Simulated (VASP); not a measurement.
The system is Pb.

```
Pb
1.0
     0.00000    3.41592    3.41592
     3.41592    0.00000    3.41592
     3.41592    3.41592    0.00000
Pb
2
Direct
  0.25000 0.25000 0.25000
  0.00000 0.00000 0.00000
```

This isn't the form of Pb at room conditions, which is fcc.

Base run:

- Program: VASP 6.6.1
- Functional: r2SCAN
- Potentials or basis: VASP PAW PBE potentials, release 64 (Pb_d)
- Cutoff: 520 eV
- k mesh: 7 × 7 × 7
- Occupations: fermi-dirac, width 0.05 eV
- Spin: no spin polarisation

Its results: band gap on the k mesh zero (bands 14 and 15 overlap by 1.20 eV); pressure 1.8 GPa.

Task: The run is repeated on the same cell with these changes: functional from r2SCAN to HSE06; k mesh from 7 × 7 × 7 to 4 × 4 × 4. What comes out?

Result: Band gap on the k mesh zero (bands 14 and 15 overlap by 1.24 eV); pressure 2.3 GPa.

Several settings changed at once.

Caveats: some runs use coarse meshes; the PAW data sets were made with another functional, which shifts forces and pressure a little; spin-orbit coupling is left out, which moves the levels of the heavy elements.
